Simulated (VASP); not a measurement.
# Mo (Fm-3m) in VASP: a series of runs

Runs on Mo. Level: PBE. Tasks: single point.

Everything below comes from runs of VASP 6.6.1. Logs are shortened: lines on timing, memory, paths and dates and some standing lists are left out, and cuts for length are marked.

## (1) The cell of the first run

It takes space group Fm-3m (No. 225, cubic). The conventional cell has a = 3.917 Å, b = 3.917 Å, c = 3.917 Å, α = 90.00°, β = 90.00°, γ = 90.00°. Mo (site symmetry m-3m) has 12 Mo at 2.77 Å within 3.7 Å.

This isn't the form of Mo at room conditions, which is bcc.

## (2) Single point, PBE (strained)

INCAR

```
SYSTEM = Mo
PREC = Accurate ; ENCUT = 520
EDIFF = 1E-6 ; ISMEAR = 0
SIGMA = 0.1 ; LREAL = .FALSE.
LASPH = .TRUE. ; NELM = 60
ALGO = Normal ; ISIF = 2
LWAVE = .FALSE. ; LCHARG = .TRUE.
GGA = PE ; LELF = .TRUE.
LVHAR = .TRUE. ; NBANDS = 13
```

KPOINTS

```
regular mesh
0
G
  18 18 18
  0 0 0
```

POSCAR

```
Mo
1.0
    0.0000000000      1.9586606000      1.9586606000
    1.9586606000      0.0000000000      1.9586606000
    1.9586606000      1.9586606000      0.0000000000
Mo
1
Direct
    0.0000000000      0.0000000000      0.0000000000
```

Potentials or basis: VASP PAW PBE potentials, release 64 (Mo_sv).

Started as:

```console
> cat potpaw_PBE.64/Mo_sv/POTCAR > POTCAR
> mpirun -np 1 vasp_std > vasp.out
```

OUTCAR:

```text
SYSTEM = Mo
   PREC = Accurate
   ENCUT = 520
   EDIFF = 1E-6
   ISMEAR = 0
   LREAL = .FALSE.
   LASPH = .TRUE.
   NELM = 60
   ISIF = 2
   GGA = PE

 ion  position               nearest neighbor table
   1  0.000  0.000  0.000-

  LATTYP: Found a face centered cubic cell.
 ALAT       =     3.9173212000

  Lattice vectors:

 A1 = (   0.0000000000,   1.9586606000,   1.9586606000)
 A2 = (   1.9586606000,   0.0000000000,   1.9586606000)
 A3 = (   1.9586606000,   1.9586606000,   0.0000000000)

Analysis of symmetry for initial positions (statically):
=====================================================================
 Subroutine PRICEL returns:
 Original cell was already a primitive cell.

 Routine SETGRP: Setting up the symmetry group for a
 face centered cubic supercell.

 Subroutine GETGRP returns: Found 48 space group operations
 (whereof 48 operations were pure point group operations)
 out of a pool of 48 trial point group operations.

The static configuration has the point symmetry O_h .

Analysis of symmetry for dynamics (positions and initial velocities):
=====================================================================
 Subroutine PRICEL returns:
 Original cell was already a primitive cell.

 Routine SETGRP: Setting up the symmetry group for a
 face centered cubic supercell.

 Subroutine GETGRP returns: Found 48 space group operations
 (whereof 48 operations were pure point group operations)
 out of a pool of 48 trial point group operations.

The dynamic configuration has the point symmetry O_h .

 Subroutine INISYM returns: Found 48 space group operations
 (whereof 48 operations are pure point group operations),
 and found     1 'primitive' translations

----------------------------------------------------------------------------------------

                                     Primitive cell

  volume of cell :      15.0282

  direct lattice vectors                    reciprocal lattice vectors
     0.000000000  1.958660600  1.958660600    -0.255276488  0.255276488  0.255276488
     1.958660600  0.000000000  1.958660600     0.255276488 -0.255276488  0.255276488
     1.958660600  1.958660600  0.000000000     0.255276488  0.255276488 -0.255276488

  length of vectors
     2.769964385  2.769964385  2.769964385     0.442151848  0.442151848  0.442151848

  position of ions in fractional coordinates (direct lattice)
     0.000000000  0.000000000  0.000000000

  ion indices of the primitive-cell ions
   primitive index   ion index
                 1           1

----------------------------------------------------------------------------------------

 KPOINTS: regular mesh

Automatic generation of k-mesh.
 Grid dimensions read from file:
 generate k-points for:   18   18   18

 Generating k-lattice:

  Cartesian coordinates                     Fractional coordinates (reciprocal lattice)
    -0.014182027  0.014182027  0.014182027     0.055555556  0.000000000  0.000000000
     0.014182027 -0.014182027  0.014182027     0.000000000  0.055555556  0.000000000
     0.014182027  0.014182027 -0.014182027     0.000000000  0.000000000  0.055555556

  Length of vectors
     0.024563992  0.024563992  0.024563992

  Shift w.r.t. Gamma in fractional coordinates (k-lattice)
     0.000000000  0.000000000  0.000000000

 Subroutine IBZKPT returns following result:
 ===========================================

 Found    195 irreducible k-points:

 Following reciprocal coordinates:
            Coordinates               Weight
  0.000000  0.000000  0.000000      1.000000
  0.055556  0.000000  0.000000      8.000000
  0.111111  0.000000  0.000000      8.000000
  0.166667  0.000000  0.000000      8.000000
  0.222222  0.000000  0.000000      8.000000
  0.277778  0.000000  0.000000      8.000000
[... 16 lines left out ...]
 -0.277778  0.055556  0.000000     24.000000
 -0.222222  0.055556  0.000000     24.000000
 [... further k-points ...]
   k-points           NKPTS =    195   k-points in BZ     NKDIM =    195   number of bands    NBANDS=     13
   number of dos      NEDOS =    301   number of ions     NIONS =      1
   total plane-waves  NPLWV =  13824
   dimension x,y,z NGX =    24 NGY =   24 NGZ =   24
   dimension x,y,z NGXF=    48 NGYF=   48 NGZF=   48
   ions per type =               1
   NGX,Y,Z   is equivalent  to a cutoff of  14.40, 14.40, 14.40 a.u.
   NGXF,Y,Z  is equivalent  to a cutoff of  28.81, 28.81, 28.81 a.u.
 SYSTEM =  Mo
   PREC   = accura    normal or accurate (medium, high low for compatibility)
   ISTART =      0    job   : 0-new  1-cont  2-samecut
   ICHARG =      2    charge: 1-file 2-atom 10-const
   ISPIN  =      1    spin polarized calculation?
   LNONCOLLINEAR =      F non collinear calculations
   LSORBIT =      F    spin-orbit coupling
   LASPH  =      T    aspherical Exc in radial PAW
   ENCUT  =  520.0 eV  38.22 Ry    6.18 a.u.   5.15  5.15  5.15*2*pi/ulx,y,z
   NELM   =     60;   NELMIN=  2; NELMDL= -5     # of ELM steps
   EDIFF  = 0.1E-05   stopping-criterion for ELM
   LREAL  =      F    real-space projection
   EDIFFG = 0.1E-04   stopping-criterion for IOM
   NSW    =      0    number of steps for IOM
   IBRION =     -1    ionic relax: 0-MD 1-quasi-New 2-CG
   NFREE  =      0    steps in history (QN), initial steepest desc. (CG)
   ISIF   =      2    stress and relaxation
   ISYM   =      2    0-nonsym 1-usesym 2-fastsym
   POTIM  = 0.5000    time-step for ionic-motion
   TEBEG  =    0.0;   TEEND  =   0.0 temperature during run
   PSTRESS=    0.0 pullay stress
   NELECT =      14.0000    total number of electrons
   NUPDOWN=      -1.0000    fix difference up-down
   EMIN   =  10.00;   EMAX   =-10.00  energy-range for DOS
   EFERMI =   0.00;   METHOD = LEGACY
   ISMEAR =     0;   SIGMA  =   0.10  broadening in eV -4-tet -1-fermi 0-gaus
   EFERMI_NEDOS =   21; number of points for ismear=-14 and -15
   IALGO  =     38    algorithm
   IMIX   =      4    mixing-type and parameters
     AMIX     =   0.40;   BMIX     =  1.00
     AMIX_MAG =   1.60;   BMIX_MAG =  1.00
  volume/ion in A,a.u.               =      15.03       101.42
  Fermi-wavevector in a.u.,A,eV,Ry     =   1.598877  3.021439 34.782027  2.556407
  Thomas-Fermi vector in A             =   2.696258
   LORBIT       =      0    0 simple, 1 ext, 2 COOP (PROOUT), +10 PAW based schemes
   GGA     = PE    functional components
   LHFCALC =     F    Hartree Fock is set to
   AEXX    =    0.0000 exact exchange contribution
   IVDW    =     0    specifies the selected vdW correction
   LEPSILON=     F    determine dielectric tensor
   LRPA    =     F    only Hartree local field effects (RPA)
 non-spin polarized calculation
 Gauss-broadening in eV      SIGMA  =   0.10
  energy-cutoff  :      520.00
  volume of cell :       15.03
 maximum number of plane-waves:       419
 NGX is ok and might be reduce to    24
   NGX = 11   NGY = 11   NGZ = 11

 number of electron      14.0000000 magnetization

 Free energy of the ion-electron system (eV)
  ---------------------------------------------------
  ext. energy  EPLUGINS =         0.00000000
  ---------------------------------------------------
  free energy    TOTEN  =       -10.46065129 eV

  energy without entropy =      -10.45455599  energy(sigma->0) =      -10.45760364

 E-fermi :  12.7819     XC(G=0): -13.5940

 val. band max:       12.7786776086   @ k =   0.5000   0.1667   0.0000
 cond. band min:      12.7967806508   @ k =  -0.3333   0.5000   0.1667
 fundamental gap:      0.0181030422
 Fermi energy:        12.7819130965

 k-point     1 :       0.0000    0.0000    0.0000
  band No.  band energies     occupation
      1     -47.8915      2.00000
      2     -21.0843      2.00000
      3     -21.0843      2.00000
      4     -21.0843      2.00000
      5       5.8853      2.00000
      6      11.9874      2.00000
      7      11.9874      2.00000
      8      11.9874      2.00000
      9      14.9241      0.00000
     10      14.9241      0.00000
     11      25.9216      0.00000
     12      31.4962      0.00000
     13      31.4962      0.00000

 k-point     2 :       0.0556    0.0000    0.0000
  band No.  band energies     occupation
      1     -47.8829      2.00000
      2     -21.1360      2.00000
      3     -21.0906      2.00000
      4     -21.0906      2.00000
      5       6.0215      2.00000
      6      11.8915      2.00000
      7      12.0500      2.00000
      8      12.0500      2.00000
      9      14.8703      0.00000
     10      14.8703      0.00000
     11      26.1891      0.00000
     12      30.9174      0.00000
     13      31.7436      0.00000

 k-point     3 :       0.1111    0.0000    0.0000
  band No.  band energies     occupation
      1     -47.8581      2.00000
      2     -21.2834      2.00000
      3     -21.1088      2.00000
      4     -21.1088      2.00000
      5       6.4085      2.00000
      6      11.6507      2.00000
      7      12.2133      2.00000
      8      12.2133      2.00000
      9      14.7490      0.00000
     10      14.7490      0.00000
     11      26.9137      0.00000
     12      29.7685      0.00000
     13      32.4624      0.00000
[... 305 lines left out ...]
 k-point    23 :      -0.2778    0.0556    0.0000
  band No.  band energies     occupation
      1     -47.7003      2.00000
      2     -22.1334      2.00000
      3     -21.2735      2.00000
      4     -21.2016      2.00000
      5       8.1356      2.00000
      6      11.6762      2.00000
      7      12.2219      2.00000
      8      12.3559      2.00000
      9      15.0266      0.00000
     10      16.0742      0.00000
     11      26.1035      0.00000
     12      29.8596      0.00000
     13      35.2281      0.00000

 k-point    24 :      -0.2222    0.0556    0.0000
  band No.  band energies     occupation
      1     -47.7501      2.00000
      2     -21.8686      2.00000
      3     -21.2365      2.00000
      4     -21.1650      2.00000
      5       7.8423      2.00000
      6      11.2209      2.00000
      7      12.4135      2.00000
      8      12.5238      1.99974
      9      14.4949      0.00000
     10      15.4811      0.00000
     11      26.9404      0.00000
     12      29.8633      0.00000
     13      34.5870      0.00000

 [... further k-points ...]

------------------------ aborting loop because EDIFF is reached ----------------------------------------

  FORCE on cell =-STRESS in cart. coord.  units (eV):
  Direction    XX          YY          ZZ          XY          YZ          ZX
  --------------------------------------------------------------------------------------
  -------------------------------------------------------------------------------------
  Total        1.6995334      1.6995334      1.6995334      0.0000000      0.0000000      0.0000000
  in kB      181.1893727    181.1893727    181.1893727      0.0000000      0.0000000      0.0000000
  external PRESSURE =     181.1893727 kB  Pullay stress =       0.0000000 kB

 VOLUME and BASIS-vectors are now :
 -----------------------------------------------------------------------------
  energy-cutoff  :      520.00
  volume of cell :       15.03
      direct lattice vectors                 reciprocal lattice vectors
     0.000000000  1.958660600  1.958660600    -0.255276488  0.255276488  0.255276488
     1.958660600  0.000000000  1.958660600     0.255276488 -0.255276488  0.255276488
     1.958660600  1.958660600  0.000000000     0.255276488  0.255276488 -0.255276488

 POSITION                                       TOTAL-FORCE (eV/Angst)
 -----------------------------------------------------------------------------------
      0.00000      0.00000      0.00000         0.000000      0.000000      0.000000
 -----------------------------------------------------------------------------------
    total drift:                               -0.000000      0.000000      0.000000

  FREE ENERGIE OF THE ION-ELECTRON SYSTEM (eV)
  ---------------------------------------------------
  free  energy   TOTEN  =       -10.4606512912 eV

  energy  without entropy=      -10.4545559852  energy(sigma->0) =      -10.45760364
```

It took 31 s on 1 thread of AMD EPYC 7R43 (Zen 3), shared host; peak memory 0.13 GiB.

What came out:

```yaml
Free_energy: -10.4607 eV
Pressure: 18.1 GPa
Band_gap_on_the_k_mesh: zero (bands 7 and 8 overlap by 5.17 eV)
```

Caveat: the cell differs from its parent crystal (strained); the cell stands under pressure.

## (3) Single point, PBE (strained)

INCAR

```
PREC = Accurate
ENCUT = 520
EDIFF = 1E-7
ISMEAR = 0
SIGMA = 0.1
LREAL = F
LASPH = T
NELM = 100
ALGO = Fast
ISIF = 2
LWAVE = F
LCHARG = F
GGA = PE
NBANDS = 13
```

KPOINTS

```
regular mesh
0
Gamma
  18 18 18
```

POSCAR

```
Mo
1.0
    0.0000000000      1.9994442000      1.9994442000
    1.9994442000      0.0000000000      1.9994442000
    1.9994442000      1.9994442000      0.0000000000
Mo
1
Direct
    0.0000000000      0.0000000000      0.0000000000
```

Potentials or basis: VASP PAW PBE potentials, release 64 (Mo_sv).

Started as:

```console
> cat potpaw_PBE.64/Mo_sv/POTCAR > POTCAR
> mpirun -np 1 vasp_std > vasp.out
```

Run time: 39 s. Hardware: 1 thread of AMD EPYC 7R43 (Zen 3), shared host; peak memory 0.13 GiB.

The run converged. Its results:

```
Free energy            : -10.5160 eV
Pressure               : 1.1 GPa
Band gap on the k mesh : zero (bands 7 and 8 overlap by 4.71 eV)
```

Levels at points of the mesh, in eV from the Fermi level:
```
           k point  band 5  band 6  band 7  band 8  band 9  band 10
(0.00, 0.00, 0.00)   -6.73   -0.70   -0.70   -0.70    1.98     1.98
(0.50, 0.00, 0.00)   -4.60   -0.88   -0.88    1.58    4.05     4.05
(0.50, 0.50, 0.00)   -4.95   -4.27    4.01    4.05    4.64     4.64
```

Caveat: the cell differs from its parent crystal (strained).
